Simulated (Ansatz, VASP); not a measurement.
# Two plane-wave programs on AlC

```
Al C
1.0
     2.56401    0.00000    0.00000
    -1.28200    2.22050    0.00000
     0.00000    0.00000   10.91363
Al C
2 2
Direct
  0.33333 0.66667 0.38622
  0.66667 0.33333 0.61378
  0.33333 0.66667 0.00001
  0.66667 0.33333 0.99999
```

Alike in both runs: functional PBE; k mesh 18 × 18 × 4; occupations gaussian, width 0.1 eV; no spin polarisation.

Ansatz relaxed the structure, and its values are those at the end. VASP's run is a single point on that final structure, the one shown.

|  | VASP | Ansatz |
| --- | --- | --- |
| version | VASP 6.6.1 | Ansatz 0.2.0 |
| potentials or method | VASP PAW PBE potentials, release 64 (Al, C), cutoff 520 eV | scalar-relativistic, plane waves, PAW |
| valence electrons in the cell | 14 | 14 |

Ansatz gave:

```
gap on the k mesh at the Fermi level (eV) : none
pressure (GPa)                            : 0.0
```

Task: Estimate VASP's values.

Result: gap on the k mesh at the Fermi level (eV): none; pressure (GPa): 0.1.

A gap of «none» marks a metal or a gap that the smearing closes.
